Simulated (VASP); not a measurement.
# Se (Pm-3m) in VASP: further runs

Se is run at these levels: PBE; tasks: single point.

Program: VASP 6.6.1. These are calculated values, not measurements. Logs are shortened: lines on timing, memory, paths and dates and some standing lists are left out, and cuts for length are marked.

## (1) The cell of the first run

Symmetry: Pm-3m, No. 221, cubic system. The conventional cell has a = 2.488 Å, b = 2.488 Å, c = 2.488 Å, α = 90.00°, β = 90.00°, γ = 90.00°. Within 3.3 Å of Se (site symmetry m-3m) lie 6 Se at 2.49 Å.

## (2) Single point, PBE (volume scaled by 0.68)

File INCAR:

```
SYSTEM = Se
PREC = Accurate ; ENCUT = 520
EDIFF = 1E-7 ; ISMEAR = -1
SIGMA = 0.08 ; LREAL = .False.
LASPH = .True. ; NELM = 60
ALGO = Normal ; ISIF = 2
LWAVE = .False. ; LCHARG = .False.
GGA = PE ; NBANDS = 9
```

File KPOINTS:

```
regular mesh
0
Gamma
  15 15 15
  0 0 0
```

File POSCAR:

```
Se
1.0
    2.4877692454      0.0000000000      0.0000000000
    0.0000000000      2.4877692454      0.0000000000
    0.0000000000      0.0000000000      2.4877692454
Se
1
Direct
    0.0000000000      0.0000000000      0.0000000000
```

Potentials or basis: VASP PAW PBE potentials, release 64 (Se).

Command:

```console
$ cat potpaw_PBE.64/Se/POTCAR > POTCAR
$ mpirun -np 1 vasp_std > vasp.out
```

OUTCAR:

```text
SYSTEM = Se
   PREC = Accurate
   ENCUT = 520
   EDIFF = 1E-7
   ISMEAR = -1
   LREAL = .False.
   LASPH = .True.
   NELM = 60
   ISIF = 2
   GGA = PE

 ion  position               nearest neighbor table
   1  0.000  0.000  0.000-

  LATTYP: Found a simple cubic cell.
 ALAT       =     2.4877692454

  Lattice vectors:

 A1 = (   2.4877692454,   0.0000000000,   0.0000000000)
 A2 = (   0.0000000000,   2.4877692454,   0.0000000000)
 A3 = (   0.0000000000,   0.0000000000,   2.4877692454)

Analysis of symmetry for initial positions (statically):
=====================================================================
 Subroutine PRICEL returns:
 Original cell was already a primitive cell.

 Routine SETGRP: Setting up the symmetry group for a
 simple cubic supercell.

 Subroutine GETGRP returns: Found 48 space group operations
 (whereof 48 operations were pure point group operations)
 out of a pool of 48 trial point group operations.

The static configuration has the point symmetry O_h .

Analysis of symmetry for dynamics (positions and initial velocities):
=====================================================================
 Subroutine PRICEL returns:
 Original cell was already a primitive cell.

 Routine SETGRP: Setting up the symmetry group for a
 simple cubic supercell.

 Subroutine GETGRP returns: Found 48 space group operations
 (whereof 48 operations were pure point group operations)
 out of a pool of 48 trial point group operations.

The dynamic configuration has the point symmetry O_h .

 Subroutine INISYM returns: Found 48 space group operations
 (whereof 48 operations are pure point group operations),
 and found     1 'primitive' translations

----------------------------------------------------------------------------------------

                                     Primitive cell

  volume of cell :      15.3968

  direct lattice vectors                    reciprocal lattice vectors
     2.487769245  0.000000000  0.000000000     0.401966542  0.000000000  0.000000000
     0.000000000  2.487769245  0.000000000     0.000000000  0.401966542  0.000000000
     0.000000000  0.000000000  2.487769245     0.000000000  0.000000000  0.401966542

  length of vectors
     2.487769245  2.487769245  2.487769245     0.401966542  0.401966542  0.401966542

  position of ions in fractional coordinates (direct lattice)
     0.000000000  0.000000000  0.000000000

  ion indices of the primitive-cell ions
   primitive index   ion index
                 1           1

----------------------------------------------------------------------------------------

 KPOINTS: regular mesh

Automatic generation of k-mesh.
 Grid dimensions read from file:
 generate k-points for:   15   15   15

 Generating k-lattice:

  Cartesian coordinates                     Fractional coordinates (reciprocal lattice)
     0.026797769  0.000000000  0.000000000     0.066666667  0.000000000  0.000000000
     0.000000000  0.026797769  0.000000000     0.000000000  0.066666667  0.000000000
     0.000000000  0.000000000  0.026797769     0.000000000  0.000000000  0.066666667

  Length of vectors
     0.026797769  0.026797769  0.026797769

  Shift w.r.t. Gamma in fractional coordinates (k-lattice)
     0.000000000  0.000000000  0.000000000

 Subroutine IBZKPT returns following result:
 ===========================================

 Found    120 irreducible k-points:

 Following reciprocal coordinates:
            Coordinates               Weight
  0.000000  0.000000  0.000000      1.000000
  0.066667  0.000000  0.000000      6.000000
  0.133333  0.000000  0.000000      6.000000
  0.200000  0.000000  0.000000      6.000000
  0.266667  0.000000  0.000000      6.000000
  0.333333  0.000000  0.000000      6.000000
[... 16 lines left out ...]
  0.266667  0.200000  0.000000     24.000000
  0.333333  0.200000  0.000000     24.000000
 [... further k-points ...]
   k-points           NKPTS =    120   k-points in BZ     NKDIM =    120   number of bands    NBANDS=      9
   number of dos      NEDOS =    301   number of ions     NIONS =      1
   total plane-waves  NPLWV =   8000
   dimension x,y,z NGX =    20 NGY =   20 NGZ =   20
   dimension x,y,z NGXF=    40 NGYF=   40 NGZF=   40
   ions per type =               1
   NGX,Y,Z   is equivalent  to a cutoff of  13.37, 13.37, 13.37 a.u.
   NGXF,Y,Z  is equivalent  to a cutoff of  26.73, 26.73, 26.73 a.u.
 SYSTEM =  Se
   PREC   = accura    normal or accurate (medium, high low for compatibility)
   ISTART =      0    job   : 0-new  1-cont  2-samecut
   ICHARG =      2    charge: 1-file 2-atom 10-const
   ISPIN  =      1    spin polarized calculation?
   LNONCOLLINEAR =      F non collinear calculations
   LSORBIT =      F    spin-orbit coupling
   LASPH  =      T    aspherical Exc in radial PAW
   ENCUT  =  520.0 eV  38.22 Ry    6.18 a.u.   4.63  4.63  4.63*2*pi/ulx,y,z
   NELM   =     60;   NELMIN=  2; NELMDL= -5     # of ELM steps
   EDIFF  = 0.1E-06   stopping-criterion for ELM
   LREAL  =      F    real-space projection
   EDIFFG = 0.1E-05   stopping-criterion for IOM
   NSW    =      0    number of steps for IOM
   IBRION =     -1    ionic relax: 0-MD 1-quasi-New 2-CG
   NFREE  =      0    steps in history (QN), initial steepest desc. (CG)
   ISIF   =      2    stress and relaxation
   ISYM   =      2    0-nonsym 1-usesym 2-fastsym
   POTIM  = 0.5000    time-step for ionic-motion
   TEBEG  =    0.0;   TEEND  =   0.0 temperature during run
   PSTRESS=    0.0 pullay stress
   NELECT =       6.0000    total number of electrons
   NUPDOWN=      -1.0000    fix difference up-down
   EMIN   =  10.00;   EMAX   =-10.00  energy-range for DOS
   EFERMI =   0.00;   METHOD = LEGACY
   ISMEAR =    -1;   SIGMA  =   0.08  broadening in eV -4-tet -1-fermi 0-gaus
   EFERMI_NEDOS =   21; number of points for ismear=-14 and -15
   IALGO  =     38    algorithm
   IMIX   =      4    mixing-type and parameters
     AMIX     =   0.40;   BMIX     =  1.00
     AMIX_MAG =   1.60;   BMIX_MAG =  1.00
  volume/ion in A,a.u.               =      15.40       103.90
  Fermi-wavevector in a.u.,A,eV,Ry     =   1.195772  2.259682 19.454581  1.429871
  Thomas-Fermi vector in A             =   2.331729
   LORBIT       =      0    0 simple, 1 ext, 2 COOP (PROOUT), +10 PAW based schemes
   GGA     = PE    functional components
   LHFCALC =     F    Hartree Fock is set to
   AEXX    =    0.0000 exact exchange contribution
   IVDW    =     0    specifies the selected vdW correction
   LEPSILON=     F    determine dielectric tensor
   LRPA    =     F    only Hartree local field effects (RPA)
 non-spin polarized calculation
  energy-cutoff  :      520.00
  volume of cell :       15.40
 maximum number of plane-waves:       437
 NGX is ok and might be reduce to    20
   NGX =  9   NGY =  9   NGZ =  9

 number of electron       5.9999999 magnetization

 Free energy of the ion-electron system (eV)
  ---------------------------------------------------
  ext. energy  EPLUGINS =         0.00000000
  ---------------------------------------------------
  free energy    TOTEN  =        -2.30438614 eV

  energy without entropy =       -2.29910713  energy(sigma->0) =       -2.30174663

 E-fermi :  10.3375     XC(G=0): -11.7134

 val. band max:       10.2944159606   @ k =   0.2000   0.1333   0.1333
 cond. band min:      10.3675401805   @ k =   0.4667   0.4667   0.2667
 fundamental gap:      0.0731242199
 Fermi energy:        10.3374645223

 k-point     1 :       0.0000    0.0000    0.0000
  band No.  band energies     occupation
      1     -10.1336      2.00000
      2      12.2402      0.00000
      3      12.2402      0.00000
      4      12.2402      0.00000
      5      17.1517      0.00000
      6      17.1517      0.00000
      7      20.5510      0.00000
      8      36.7848      0.00000
      9      36.7848      0.00000

 k-point     2 :       0.0667    0.0000    0.0000
  band No.  band energies     occupation
      1     -10.0362      2.00000
      2      10.9579      0.00086
      3      12.3257      0.00000
      4      12.3257      0.00000
      5      17.2371      0.00000
      6      18.1837      0.00000
      7      21.0572      0.00000
      8      35.1677      0.00000
      9      35.1677      0.00000

 k-point     3 :       0.1333    0.0000    0.0000
  band No.  band energies     occupation
      1      -9.7462      2.00000
      2       8.6320      2.00000
      3      12.5768      0.00000
      4      12.5768      0.00000
      5      17.4906      0.00000
      6      19.3698      0.00000
      7      22.9433      0.00000
      8      32.7815      0.00000
      9      32.7815      0.00000

 k-point     4 :       0.2000    0.0000    0.0000
  band No.  band energies     occupation
      1      -9.2706      2.00000
      2       6.2317      2.00000
      3      12.9771      0.00000
      4      12.9771      0.00000
      5      17.9024      0.00000
      6      20.1278      0.00000
      7      25.7121      0.00000
      8      30.5051      0.00000
      9      30.5051      0.00000

 k-point     5 :       0.2667    0.0000    0.0000
  band No.  band energies     occupation
      1      -8.6264      2.00000
      2       3.9767      2.00000
      3      13.4931      0.00000
      4      13.4931      0.00000
      5      18.4508      0.00000
      6      20.8873      0.00000
      7      28.1340      0.00000
      8      28.4638      0.00000
      9      28.4638      0.00000

 k-point     6 :       0.3333    0.0000    0.0000
  band No.  band energies     occupation
      1      -7.8525      2.00000
      2       1.9675      2.00000
      3      14.0644      0.00000
      4      14.0644      0.00000
      5      19.0900      0.00000
      6      21.7755      0.00000
      7      26.7404      0.00000
      8      26.7404      0.00000
      9      28.3364      0.00000
[... 169 lines left out ...]
 k-point    21 :       0.4667    0.1333    0.0000
  band No.  band energies     occupation
      1      -6.0598      2.00000
      2      -0.3266      2.00000
      3      11.6729      0.00000
      4      15.2444      0.00000
      5      19.3483      0.00000
      6      22.0965      0.00000
      7      25.0746      0.00000
      8      25.9627      0.00000
      9      27.6746      0.00000

 k-point    22 :       0.2000    0.2000    0.0000
  band No.  band energies     occupation
      1      -8.4072      2.00000
      2       6.6388      2.00000
      3       7.4528      2.00000
      4      13.7102      0.00000
      5      19.7203      0.00000
      6      23.0341      0.00000
      7      26.0225      0.00000
      8      27.9861      0.00000
      9      30.9270      0.00000

 k-point    23 :       0.2667    0.2000    0.0000
  band No.  band energies     occupation
      1      -7.7623      2.00000
      2       4.7337      2.00000
      3       7.6843      2.00000
      4      14.2230      0.00000
      5      19.9798      0.00000
      6      21.5613      0.00000
      7      27.3255      0.00000
      8      29.1702      0.00000
      9      29.6388      0.00000

 k-point    24 :       0.3333    0.2000    0.0000
  band No.  band energies     occupation
      1      -6.9866      2.00000
      2       2.7549      2.00000
      3       8.3159      2.00000
      4      14.7899      0.00000
      5      18.9709      0.00000
      6      21.5962      0.00000
      7      27.4768      0.00000
      8      27.7731      0.00000
      9      29.9369      0.00000

 [... further k-points ...]

------------------------ aborting loop because EDIFF is reached ----------------------------------------

  FORCE on cell =-STRESS in cart. coord.  units (eV):
  Direction    XX          YY          ZZ          XY          YZ          ZX
  --------------------------------------------------------------------------------------
  -------------------------------------------------------------------------------------
  Total        6.2073330      6.2073330      6.2073330      0.0000000      0.0000000      0.0000000
  in kB      645.9298331    645.9298331    645.9298331      0.0000000      0.0000000      0.0000000
  external PRESSURE =     645.9298331 kB  Pullay stress =       0.0000000 kB

 VOLUME and BASIS-vectors are now :
 -----------------------------------------------------------------------------
  energy-cutoff  :      520.00
  volume of cell :       15.40
      direct lattice vectors                 reciprocal lattice vectors
     2.487769245  0.000000000  0.000000000     0.401966542  0.000000000  0.000000000
     0.000000000  2.487769245  0.000000000     0.000000000  0.401966542  0.000000000
     0.000000000  0.000000000  2.487769245     0.000000000  0.000000000  0.401966542

 POSITION                                       TOTAL-FORCE (eV/Angst)
 -----------------------------------------------------------------------------------
      0.00000      0.00000      0.00000         0.000000      0.000000      0.000000
 -----------------------------------------------------------------------------------
    total drift:                               -0.000000     -0.000000      0.000000

  FREE ENERGIE OF THE ION-ELECTRON SYSTEM (eV)
  ---------------------------------------------------
  free  energy   TOTEN  =        -2.3043861417 eV

  energy  without entropy=       -2.2991071271  energy(sigma->0) =       -2.30174663
```

Run time: 6.7 s. Hardware: 1 thread of Intel Xeon Platinum 8559C (Emerald Rapids), shared host; peak memory 0.13 GiB.

Results:

```yaml
Free_energy: -2.3044 eV
Pressure: 64.6 GPa
Band_gap_on_the_k_mesh: zero (band 3 reaches 14.92 eV, above the bottom of band 4 at 5.45 eV)
```

Levels at points of the mesh, in eV from the Fermi level:
```tsv
k point	band 1	band 2	band 3	band 4	band 5	band 6	band 7	band 8
(0.00, 0.00, 0.00)	-20.47	1.90	1.90	1.90	6.81	6.81	10.21	26.45
```

(Continued in part 2 of 2.)
